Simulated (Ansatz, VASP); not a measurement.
# TiTe2: VASP beside Ansatz

```xyz
3
Lattice="3.8589 0.0000 0.0000 -1.9294 3.3419 0.0000 0.0000 0.0000 6.2252" Properties=species:S:1:pos:R:3 pbc="T T T"
Ti    0.0000    0.0000    0.0000
Te    0.0000    2.2279    1.5687
Te    1.9294    1.1140    4.6564
```

Alike in both runs: task single point; functional r2SCAN; k mesh 10 × 10 × 6; occupations gaussian, width 0.05 eV; no spin polarisation.

|  | VASP | Ansatz |
| --- | --- | --- |
| version | VASP 6.6.1 | Ansatz 0.2.0 |
| potentials or method | VASP PAW PBE potentials, release 64 (Ti_sv, Te), cutoff 520 eV | scalar-relativistic, plane waves, PAW |
| valence electrons in the cell | 24 | 44 |

```csv
,VASP,Ansatz,Ansatz less VASP
gap on the k mesh at the Fermi level (eV),none,none,-
pressure (GPa),3.9,3.7,-0.12
"traceless stress, the component that is largest in VASP (GPa)",3.09,3.11,+0.022
rms of the force components (eV/Å),0.376,0.366,-0.0099
```

VASP's potentials were made for PBE, not for r2SCAN. Atom by atom the forces differ by 0.010 eV/Å (rms over components). A gap of «none» marks a metal or a gap that the smearing closes. VASP's potentials hold 24 valence electrons a cell and Ansatz's 44, so a difference there can come from the potentials and not from the codes.

Neither program's run includes spin-orbit coupling.
